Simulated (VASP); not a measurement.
Set up this calculation in VASP 6.6.1, as the native input.

```yaml
Task: relaxation of cell and atoms
Functional: PBE
Potentials_or_basis: VASP PAW PBE potentials, release 64 (B, C)
Cutoff: 600 eV
k_mesh: 6 × 6 × 4
Occupations: gaussian, width 0.1 eV
Spin: no spin polarisation
Dipole_correction: no
Further_INCAR_settings: ALGO = Normal; EDIFF = 1e-06; IBRION = 2; EDIFFG = -0.04; NSW = 90; ISIF = 3
```

The structure of B2C3 lies in POSCAR:

```
B2C3
1.0
    3.5803972900      0.0000000000      0.0000000000
   -1.7901986500      3.1007150100      0.0000000000
    0.0000000000      0.0000000000      4.3427203300
B C
2 3
Direct
    0.6666666700      0.3333333300      0.8575603400
    0.3333333300      0.6666666700      0.1424396600
    0.6666666700      0.3333333300      0.3600405200
    0.3333333300      0.6666666700      0.6399594800
    0.0000000000      0.0000000000      0.0000000000
```

The cell was built from a structure type or drawn by symmetry, and may not be a known phase.

The input as run:

INCAR

```
SYSTEM = B2C3
PREC     = Accurate       ! precision mode
ENCUT    = 600            ! plane-wave cutoff, eV
EDIFF    = 1E-6           ! SCF threshold, eV
ISMEAR   = 0              ! smearing method
SIGMA    = 0.1            ! smearing width, eV
LREAL    = .False.        ! projectors in reciprocal space
LASPH    = .True.         ! aspherical terms in the spheres
NELM     = 60             ! most SCF steps
ALGO     = Normal         ! electronic algorithm
ISIF     = 3              ! what is computed and relaxed
LWAVE    = .False.        ! write WAVECAR
LCHARG   = .False.        ! write CHGCAR
GGA      = PE             ! functional
IBRION   = 2              ! ionic algorithm
NSW      = 90             ! ionic steps
EDIFFG   = -0.04          ! ionic threshold
```

KPOINTS

```
regular mesh
0
Gamma
  6 6 4
  0 0 0
```

Potentials or basis: VASP PAW PBE potentials, release 64 (B, C).

Command:

```bash
$ cat potpaw_PBE.64/B/POTCAR potpaw_PBE.64/C/POTCAR > POTCAR
$ mpirun -np 1 vasp_std > vasp.out
```

It gave:

The relaxed volume is 6.14 Å³/atom and the relaxed cell is a = 2.604 Å, b = 2.604 Å, c = 5.232 Å, α = 90.00°, β = 90.00°, γ = 120.00°. The space group after relaxing (to 0.1 Å) is P-3m1 (No. 164). The pressure after relaxing is -0.3 GPa. The largest force after relaxing is 0.037 eV/Å and the band gap on the k mesh is 0.13 eV (least direct gap 1.62 eV).

Caveat: the volume moved by over 15 % at a fixed basis, so the end points are rough.

Wall time 5.5 min on 1 thread of Intel(R) Xeon(R) 6975P-C (Granite Rapids), on a shared host, peak memory 0.17 GiB.
